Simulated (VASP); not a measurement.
## CuO (Tenorite): single point with PBE+D3(BJ)

The system is CuO (Tenorite).

```
Cu O
1.0
     2.05893   -2.05270    0.16042
     2.05893    2.05270    0.16042
    -0.40087    0.00000    5.12581
Cu O
2 2
Cartesian
  0.8290 -1.0264 2.6431
  1.0295 1.0264 0.0802
  1.7583 0.0002 4.0048
  1.9587 -0.0002 1.4419
```

```
Program                : VASP 6.6.1
Task                   : single point
Functional             : PBE
Dispersion             : D3(BJ)
Potentials or basis    : VASP PAW PBE potentials, release 64 (Cu, O)
Cutoff                 : 520 eV
k mesh                 : 10 × 10 × 5
Occupations            : fermi-dirac, width 0.05 eV
Spin                   : no spin polarisation
Dipole correction      : no
Further INCAR settings : ALGO = Normal; EDIFF = 1e-07; NBANDS = 25
```

- Pressure: 0.7 GPa
- Band gap on the k mesh: zero (band 17 reaches 5.77 eV, above the bottom of band 18 at 4.83 eV)
- Dispersion energy per atom: -0.263 eV

Stress tensor (GPa, compression positive):
```
 0.56  0.00 -0.03
 0.00  0.61  0.00
-0.03  0.00  1.03
```

Levels at points of the mesh, in eV from the Fermi level:
```tsv
k point	band 14	band 15	band 16	band 17	band 18	band 19	band 20	band 21
(0.00, 0.00, 0.00)	-2.41	-2.32	-1.96	0.69	0.70	1.48	6.16	7.37
(0.50, 0.00, 0.00)	-1.92	-1.59	-1.51	0.24	0.48	3.67	5.96	6.58
(0.50, 0.50, 0.00)	-2.37	-1.60	-1.20	-1.20	1.17	2.13	7.20	9.91
```

Run time: 2.3 min on 1 thread of Intel(R) Xeon(R) Platinum 8259CL CPU @ 2.50GHz (Skylake/Cascade Lake), on a shared host, peak memory 0.26 GiB.

Caveat: semilocal functionals often make such compounds metallic where correlation or magnetic order opens a gap, which also shifts bond lengths; pairwise dispersion overbinds metals, which lowers pressure and volume. With open d or f shells a metallic result of PBE can be an artefact of self-interaction; +U or a hybrid may open a gap.
